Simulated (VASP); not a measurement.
# V (Fm-3m) in VASP: further runs

Runs on V. Level: PBE. Tasks: single point, relaxation of cell and atoms.

Program: VASP 6.6.1. These are calculated values, not measurements. Logs are shortened: lines on timing, memory, paths and dates and some standing lists are left out, and cuts for length are marked.

## 1. The cell of the first run

The structure is cubic, space group Fm-3m (No. 225). The conventional cell has a = 3.821 Å, b = 3.821 Å, c = 3.821 Å, α = 90.00°, β = 90.00°, γ = 90.00°. V (site symmetry m-3m) has 12 V at 2.70 Å within 3.6 Å.

## 2. Single point, PBE

INCAR

```
SYSTEM = V
ALGO = Normal ; EDIFF = 1E-6
ENCUT = 500 ; GGA = PE
GGA_COMPAT = .FALSE. ; ISIF = 2
ISMEAR = -1 ; LASPH = .TRUE.
LCHARG = .FALSE. ; LREAL = .FALSE.
LWAVE = .FALSE. ; NBANDS = 12
NELM = 120 ; PREC = Accurate
SIGMA = 0.1
```

KPOINTS

```
k-points
0
G
  8 8 8
  0 0 0
```

POSCAR

```
V
1.0
    0.0000000000      1.9107149220      1.9107149220
    1.9107149220      0.0000000000      1.9107149220
    1.9107149220      1.9107149220      0.0000000000
V
1
Direct
    0.0000000000      0.0000000000      0.0000000000
```

Potentials or basis: VASP PAW PBE potentials, release 64 (V_sv).

On the command line:

```console
$ cat potpaw_PBE.64/V_sv/POTCAR > POTCAR
$ mpirun -np 1 vasp_std > vasp.out
```

OUTCAR:

```text
SYSTEM = V
   EDIFF = 1E-6
   ENCUT = 500
   GGA = PE
   ISIF = 2
   ISMEAR = -1
   LASPH = .TRUE.
   LREAL = .FALSE.
   NELM = 120
   PREC = Accurate

 ion  position               nearest neighbor table
   1  0.000  0.000  0.000-

  LATTYP: Found a face centered cubic cell.
 ALAT       =     3.8214298440

  Lattice vectors:

 A1 = (   0.0000000000,   1.9107149220,   1.9107149220)
 A2 = (   1.9107149220,   0.0000000000,   1.9107149220)
 A3 = (   1.9107149220,   1.9107149220,   0.0000000000)

Analysis of symmetry for initial positions (statically):
=====================================================================
 Subroutine PRICEL returns:
 Original cell was already a primitive cell.

 Routine SETGRP: Setting up the symmetry group for a
 face centered cubic supercell.

 Subroutine GETGRP returns: Found 48 space group operations
[... 9 lines left out ...]

 Routine SETGRP: Setting up the symmetry group for a
 face centered cubic supercell.

 Subroutine GETGRP returns: Found 48 space group operations
[... 11 lines left out ...]
                                     Primitive cell

  volume of cell :      13.9514

  direct lattice vectors                    reciprocal lattice vectors
     0.000000000  1.910714922  1.910714922    -0.261682156  0.261682156  0.261682156
     1.910714922  0.000000000  1.910714922     0.261682156 -0.261682156  0.261682156
     1.910714922  1.910714922  0.000000000     0.261682156  0.261682156 -0.261682156

  length of vectors
     2.702158957  2.702158957  2.702158957     0.453246789  0.453246789  0.453246789

  position of ions in fractional coordinates (direct lattice)
     0.000000000  0.000000000  0.000000000

  ion indices of the primitive-cell ions
   primitive index   ion index
                 1           1

----------------------------------------------------------------------------------------

 KPOINTS: k-points

Automatic generation of k-mesh.
 Grid dimensions read from file:
 generate k-points for:    8    8    8

 Generating k-lattice:

  Cartesian coordinates                     Fractional coordinates (reciprocal lattice)
    -0.032710269  0.032710269  0.032710269     0.125000000  0.000000000  0.000000000
     0.032710269 -0.032710269  0.032710269     0.000000000  0.125000000  0.000000000
     0.032710269  0.032710269 -0.032710269     0.000000000  0.000000000  0.125000000

  Length of vectors
     0.056655849  0.056655849  0.056655849

  Shift w.r.t. Gamma in fractional coordinates (k-lattice)
     0.000000000  0.000000000  0.000000000

[... 49 lines left out ...]
   NELM   =    120;   NELMIN=  2; NELMDL= -5     # of ELM steps
   EDIFF  = 0.1E-05   stopping-criterion for ELM
   LREAL  =      F    real-space projection
   EDIFFG = 0.1E-04   stopping-criterion for IOM
   NSW    =      0    number of steps for IOM
   IBRION =     -1    ionic relax: 0-MD 1-quasi-New 2-CG
   NFREE  =      0    steps in history (QN), initial steepest desc. (CG)
   ISIF   =      2    stress and relaxation
   ISYM   =      2    0-nonsym 1-usesym 2-fastsym
   POTIM  = 0.5000    time-step for ionic-motion
   TEBEG  =    0.0;   TEEND  =   0.0 temperature during run
   PSTRESS=    0.0 pullay stress
   NELECT =      13.0000    total number of electrons
   NUPDOWN=      -1.0000    fix difference up-down
   EMIN   =  10.00;   EMAX   =-10.00  energy-range for DOS
   EFERMI =   0.00;   METHOD = LEGACY
   ISMEAR =    -1;   SIGMA  =   0.10  broadening in eV -4-tet -1-fermi 0-gaus
   EFERMI_NEDOS =   21; number of points for ismear=-14 and -15
   IALGO  =     38    algorithm
   IMIX   =      4    mixing-type and parameters
     AMIX     =   0.40;   BMIX     =  1.00
     AMIX_MAG =   1.60;   BMIX_MAG =  1.00
  volume/ion in A,a.u.               =      13.95        94.15
  Fermi-wavevector in a.u.,A,eV,Ry     =   1.599006  3.021683 34.787644  2.556820
  Thomas-Fermi vector in A             =   2.696366
   LORBIT       =      0    0 simple, 1 ext, 2 COOP (PROOUT), +10 PAW based schemes
   GGA     = PE    functional components
   LHFCALC =     F    Hartree Fock is set to
   AEXX    =    0.0000 exact exchange contribution
   IVDW    =     0    specifies the selected vdW correction
   LEPSILON=     F    determine dielectric tensor
   LRPA    =     F    only Hartree local field effects (RPA)
 non-spin polarized calculation
  energy-cutoff  :      500.00
  volume of cell :       13.95
 maximum number of plane-waves:       363
   NGX =  9   NGY =  9   NGZ =  9

 number of electron      13.0000001 magnetization

 Free energy of the ion-electron system (eV)
  ---------------------------------------------------
  ext. energy  EPLUGINS =         0.00000000
  ---------------------------------------------------
  free energy    TOTEN  =        -8.77164127 eV

  energy without entropy =       -8.70796443  energy(sigma->0) =       -8.73980285

 E-fermi :   9.5911     XC(G=0): -12.7186

 val. band max:        9.5883264558   @ k =   0.3750   0.1250   0.0000
 cond. band min:       9.6319462743   @ k =   0.5000   0.0000   0.0000
 fundamental gap:      0.0436198185
 Fermi energy:         9.5911435559

 k-point     1 :       0.0000    0.0000    0.0000
  band No.  band energies     occupation
      1     -54.4970      2.00000
      2     -27.8587      2.00000
      3     -27.8587      2.00000
      4     -27.8587      2.00000
      5       2.7701      2.00000
      6       9.7485      0.34338
      7       9.7485      0.34338
      8       9.7485      0.34338
      9      11.4771      0.00000
     10      11.4771      0.00000
     11      27.1901      0.00000
     12      32.3241      0.00000
[... 331 lines left out ...]
 k-point    24 :      -0.3750    0.2500    0.1250
  band No.  band energies     occupation
      1     -54.3108      2.00000
      2     -28.5460      2.00000
      3     -28.1703      2.00000
      4     -28.0271      2.00000
      5       7.3634      2.00000
      6       8.2198      2.00000
      7       9.3021      1.89471
      8      10.5426      0.00015
      9      12.4840      0.00000
     10      15.3603      0.00000
     11      18.4002      0.00000
     12      24.8170      0.00000

 [... further k-points ...]
[... 5 lines left out ...]
  --------------------------------------------------------------------------------------
  -------------------------------------------------------------------------------------
  Total        0.0038381      0.0038381      0.0038381      0.0000000      0.0000000      0.0000000
  in kB        0.4407642      0.4407642      0.4407642      0.0000000      0.0000000      0.0000000
  external PRESSURE =       0.4407642 kB  Pullay stress =       0.0000000 kB

 VOLUME and BASIS-vectors are now :
 -----------------------------------------------------------------------------
  energy-cutoff  :      500.00
  volume of cell :       13.95
      direct lattice vectors                 reciprocal lattice vectors
     0.000000000  1.910714922  1.910714922    -0.261682156  0.261682156  0.261682156
     1.910714922  0.000000000  1.910714922     0.261682156 -0.261682156  0.261682156
     1.910714922  1.910714922  0.000000000     0.261682156  0.261682156 -0.261682156

 POSITION                                       TOTAL-FORCE (eV/Angst)
 -----------------------------------------------------------------------------------
      0.00000      0.00000      0.00000         0.000000     -0.000000      0.000000
 -----------------------------------------------------------------------------------
    total drift:                                0.000000     -0.000000      0.000000

  FREE ENERGIE OF THE ION-ELECTRON SYSTEM (eV)
  ---------------------------------------------------
  free  energy   TOTEN  =        -8.7716412666 eV

  energy  without entropy=       -8.7079644263  energy(sigma->0) =       -8.73980285
```

Run time: 3.5 s. Hardware: 1 thread of Intel Xeon Platinum 8375C at 2.90GHz (Ice Lake), shared host; peak memory 0.12 GiB.

What came out:

- Free energy: -8.7716 eV
- Pressure: 0.0 GPa

## 3. Single point, PBE

INCAR

```
ALGO = Normal
EDIFF = 1E-6
ENCUT = 500
GGA = PE
GGA_COMPAT = False
ISIF = 2
ISMEAR = -1
LASPH = True
LCHARG = True
LELF = True
LREAL = False
LVHAR = True
LWAVE = False
NBANDS = 12
NELM = 120
PREC = Accurate
SIGMA = 0.1
```

KPOINTS

```
k-points
0
Gamma
  8 8 8
```

POSCAR

```
V
1.0
    0.0000000000      1.9107149292      1.9107149292
    1.9107149292      0.0000000000      1.9107149292
    1.9107149292      1.9107149292      0.0000000000
V
1
Direct
    0.0000000000      0.0000000000      0.0000000000
```

Potentials or basis: VASP PAW PBE potentials, release 64 (V_sv).

On the command line:

```console
$ cat potpaw_PBE.64/V_sv/POTCAR > POTCAR
$ mpirun -np 1 vasp_std > vasp.out
```

OUTCAR:

```text
EDIFF = 1E-6
   ENCUT = 500
   GGA = PE
   ISIF = 2
   ISMEAR = -1
   LASPH = True
   LREAL = False
   NELM = 120
   PREC = Accurate

 ion  position               nearest neighbor table
   1  0.000  0.000  0.000-

  LATTYP: Found a face centered cubic cell.
 ALAT       =     3.8214298584

  Lattice vectors:

 A1 = (   0.0000000000,   1.9107149292,   1.9107149292)
 A2 = (   1.9107149292,   0.0000000000,   1.9107149292)
 A3 = (   1.9107149292,   1.9107149292,   0.0000000000)

Analysis of symmetry for initial positions (statically):
=====================================================================
 Subroutine PRICEL returns:
 Original cell was already a primitive cell.

 Routine SETGRP: Setting up the symmetry group for a
 face centered cubic supercell.

 Subroutine GETGRP returns: Found 48 space group operations
[... 9 lines left out ...]

 Routine SETGRP: Setting up the symmetry group for a
 face centered cubic supercell.

 Subroutine GETGRP returns: Found 48 space group operations
[... 11 lines left out ...]
                                     Primitive cell

  volume of cell :      13.9514

  direct lattice vectors                    reciprocal lattice vectors
     0.000000000  1.910714929  1.910714929    -0.261682155  0.261682155  0.261682155
     1.910714929  0.000000000  1.910714929     0.261682155 -0.261682155  0.261682155
[... 136 lines left out ...]

 k-point     1 :       0.0000    0.0000    0.0000
  band No.  band energies     occupation
      1     -54.4970      2.00000
      2     -27.8587      2.00000
      3     -27.8587      2.00000
      4     -27.8587      2.00000
      5       2.7701      2.00000
      6       9.7485      0.34338
      7       9.7485      0.34338
      8       9.7485      0.34338
      9      11.4771      0.00000
     10      11.4771      0.00000
     11      27.1901      0.00000
     12      32.3241      0.00000
[... 331 lines left out ...]
 k-point    24 :      -0.3750    0.2500    0.1250
  band No.  band energies     occupation
      1     -54.3108      2.00000
      2     -28.5460      2.00000
      3     -28.1703      2.00000
      4     -28.0271      2.00000
      5       7.3634      2.00000
      6       8.2198      2.00000
      7       9.3021      1.89471
      8      10.5426      0.00015
      9      12.4840      0.00000
     10      15.3603      0.00000
     11      18.4002      0.00000
     12      24.8170      0.00000

 [... further k-points ...]
[... 5 lines left out ...]
  --------------------------------------------------------------------------------------
  -------------------------------------------------------------------------------------
  Total        0.0038400      0.0038400      0.0038400     -0.0000000     -0.0000000      0.0000000
  in kB        0.4409877      0.4409877      0.4409877     -0.0000000     -0.0000000      0.0000000
  external PRESSURE =       0.4409877 kB  Pullay stress =       0.0000000 kB

 VOLUME and BASIS-vectors are now :
 -----------------------------------------------------------------------------
  energy-cutoff  :      500.00
  volume of cell :       13.95
      direct lattice vectors                 reciprocal lattice vectors
     0.000000000  1.910714929  1.910714929    -0.261682155  0.261682155  0.261682155
     1.910714929  0.000000000  1.910714929     0.261682155 -0.261682155  0.261682155
     1.910714929  1.910714929  0.000000000     0.261682155  0.261682155 -0.261682155

 POSITION                                       TOTAL-FORCE (eV/Angst)
 -----------------------------------------------------------------------------------
      0.00000      0.00000      0.00000        -0.000000     -0.000000      0.000000
 -----------------------------------------------------------------------------------
    total drift:                                0.000000      0.000000      0.000000

  FREE ENERGIE OF THE ION-ELECTRON SYSTEM (eV)
  ---------------------------------------------------
  free  energy   TOTEN  =        -8.7716412517 eV

  energy  without entropy=       -8.7079644119  energy(sigma->0) =       -8.73980283
```

OSZICAR:

```text
N       E                     dE             d eps       ncg     rms          rms(c)
DAV:   1     0.893272246299E+02    0.89327E+02   -0.68876E+03   696   0.113E+03
DAV:   2    -0.892566090846E+01   -0.98253E+02   -0.95430E+02   704   0.324E+02
DAV:   3    -0.102037196274E+02   -0.12781E+01   -0.12738E+01   796   0.428E+01
DAV:   4    -0.102104395975E+02   -0.67200E-02   -0.67198E-02   748   0.331E+00
DAV:   5    -0.102105197010E+02   -0.80103E-04   -0.80103E-04   784   0.341E-01    0.172E+01
DAV:   6    -0.880010002240E+01    0.14104E+01   -0.33023E+00   732   0.297E+01    0.143E+00
DAV:   7    -0.878117181997E+01    0.18928E-01   -0.40731E-02   728   0.211E+00    0.833E-01
DAV:   8    -0.877157792198E+01    0.95939E-02   -0.51049E-03   740   0.104E+00    0.611E-02
DAV:   9    -0.877163493104E+01   -0.57009E-04   -0.15974E-04   744   0.189E-01    0.217E-02
DAV:  10    -0.877164126553E+01   -0.63345E-05   -0.89563E-06   756   0.423E-02    0.874E-03
DAV:  11    -0.877164125166E+01    0.13873E-07   -0.20170E-06   704   0.230E-02
   1 F= -.87716413E+01 E0= -.87398028E+01  d E =-.636768E-01
```

stdout:

```text
POSCAR found type information on POSCAR V
 POSCAR found :  1 types and       1 ions
 scaLAPACK will be used
 LDA part: xc-table for (Slater+PW92), standard interpolation
 POSCAR, INCAR and KPOINTS ok, starting setup
 FFT: planning ... GRIDC
 FFT: planning ... GRID_SOFT
 FFT: planning ... GRID
 WAVECAR not read
 entering main loop
```

Run time: 3.9 s. Hardware: 1 thread of Intel Xeon Platinum 8375C at 2.90GHz (Ice Lake), shared host; peak memory 0.12 GiB.

What came out:

* Free energy: -8.7716 eV
* Pressure: 0.0 GPa

Levels at points of the mesh, in eV from the Fermi level:
| k point | band 3 | band 4 | band 5 | band 6 | band 7 | band 8 | band 9 | band 10 |
| --- | --- | --- | --- | --- | --- | --- | --- | --- |
| (0.00, 0.00, 0.00) | -37.45 | -37.45 | -6.82 | 0.16 | 0.16 | 0.16 | 1.89 | 1.89 |
| (0.50, 0.00, 0.00) | -37.55 | -37.55 | -3.31 | 0.04 | 0.04 | 0.78 | 3.04 | 3.04 |
| (0.50, 0.50, 0.00) | -37.73 | -37.73 | -3.44 | -2.60 | 3.02 | 3.34 | 3.34 | 3.36 |

## 4. Single point, PBE

INCAR

```
SYSTEM = V
PREC = Accurate
ENCUT = 500
EDIFF = 1E-6
ISMEAR = -1
SIGMA = 0.1
LREAL = .FALSE.
LASPH = .TRUE.
NELM = 120
ALGO = Normal
ISIF = 2
LWAVE = .FALSE.
LCHARG = .TRUE.
GGA = PE
LELF = .TRUE.
LVHAR = .TRUE.
NBANDS = 12
GGA_COMPAT = .FALSE.
```

KPOINTS

```
regular mesh
0
G
  8 8 8
  0 0 0
```

POSCAR

```
V
1.0
    0.0000000000      1.9106567348      1.9106567348
    1.9106567348      0.0000000000      1.9106567348
    1.9106567348      1.9106567348      0.0000000000
V
1
Direct
    0.0000000000      0.0000000000      0.0000000000
```

On the command line:

```console
$ cat potpaw_PBE.64/V_sv/POTCAR > POTCAR
$ mpirun -np 1 vasp_std > vasp.out
```

Run time: 3.9 s. Hardware: 1 thread of Intel Xeon Platinum 8375C at 2.90GHz (Ice Lake), shared host; peak memory 0.12 GiB.

Results (log left out):

| Item | Value |
| --- | --- |
| Free energy | -8.7716 eV |
| Pressure | 0.1 GPa |

Levels at points of the mesh, in eV from the Fermi level:
| k point | band 4 | band 5 | band 6 | band 7 | band 8 | band 9 |
| --- | --- | --- | --- | --- | --- | --- |
| (0.00, 0.00, 0.00) | -37.45 | -6.82 | 0.16 | 0.16 | 0.16 | 1.89 |
| (0.50, 0.00, 0.00) | -37.55 | -3.31 | 0.04 | 0.04 | 0.78 | 3.04 |
| (0.50, 0.50, 0.00) | -37.73 | -3.44 | -2.60 | 3.02 | 3.34 | 3.34 |

## 5. Relaxation of cell and atoms, PBE

This run uses another cell than the first one, of 14.41 Å³/atom, 1.033 times its volume.

INCAR

```
ALGO = Normal
EDIFF = 1E-7
EDIFFG = -0.01
ENCUT = 500
GGA = PE
GGA_COMPAT = F
IBRION = 2
ISIF = 3
ISMEAR = -1
LASPH = T
LCHARG = F
LREAL = F
LWAVE = F
NELM = 120
NELMIN = 4
NSW = 60
PREC = Accurate
SIGMA = 0.1
```

KPOINTS

```
k-points
0
Gamma
  8 8 8
```

POSCAR

```
V
1.0
    0.0000000000      1.9315760000      1.9315760000
    1.9315760000      0.0000000000      1.9315760000
    1.9315760000      1.9315760000      0.0000000000
V
1
Direct
    0.0000000000      0.0000000000      0.0000000000
```

On the command line:

```console
$ cat potpaw_PBE.64/V_sv/POTCAR > POTCAR
$ mpirun -np 1 vasp_std > vasp.out
```

Wall time 8.1 s (1 thread of Intel Xeon Platinum 8375C at 2.90GHz (Ice Lake), shared host); peak memory 0.13 GiB.

It converged, with:

```
Free energy                            : -8.7721 eV
Relaxed volume                         : 13.97 Å³/atom
Relaxed cell                           : a = 2.703 Å, b = 2.703 Å, c = 2.703 Å, α = 60.00°, β = 60.00°, γ = 60.00°
Space group after relaxing (to 0.05 Å) : Fm-3m (No. 225)
Energy gained by relaxing              : 7.6 meV/atom
Ionic steps                            : 3
Pressure after relaxing                : 0.0 GPa
```

Step by step:
| step | energy change (eV) | largest force (eV/Å) | pressure (GPa) | volume (Å³) |
| --- | --- | --- | --- | --- |
| 1 | 0.0000 | 0.0000 | -5.24 | 14.41 |
| 2 | 0.0033 | 0.0000 | 7.01 | 13.45 |
| 3 | -0.0076 | 0.0000 | -0.03 | 13.97 |

Final structure:
```cif
data_structure
_symmetry_space_group_name_H-M 'P 1'
_symmetry_Int_Tables_number 1
_cell_length_a 2.7031
_cell_length_b 2.7031
_cell_length_c 2.7031
_cell_angle_alpha 60.000
_cell_angle_beta 60.000
_cell_angle_gamma 60.000
_cell_volume 13.97
loop_
_atom_site_label
_atom_site_type_symbol
_atom_site_fract_x
_atom_site_fract_y
_atom_site_fract_z
_atom_site_occupancy
V1 V 0.00000 0.00000 0.00000 1
```

Levels at points of the mesh, in eV from the Fermi level:
```
           k point  band 2  band 3  band 4  band 5  band 6  band 7  band 8  band 9  band 10
(0.00, 0.00, 0.00)  -37.45  -37.45  -37.45   -6.82    0.16    0.16    0.16    1.88     1.88
(0.50, 0.00, 0.00)  -38.25  -37.55  -37.55   -3.31    0.04    0.04    0.77    3.03     3.03
(0.50, 0.50, 0.00)  -38.20  -37.73  -37.73   -3.43   -2.59    3.02    3.33    3.33     3.35
```
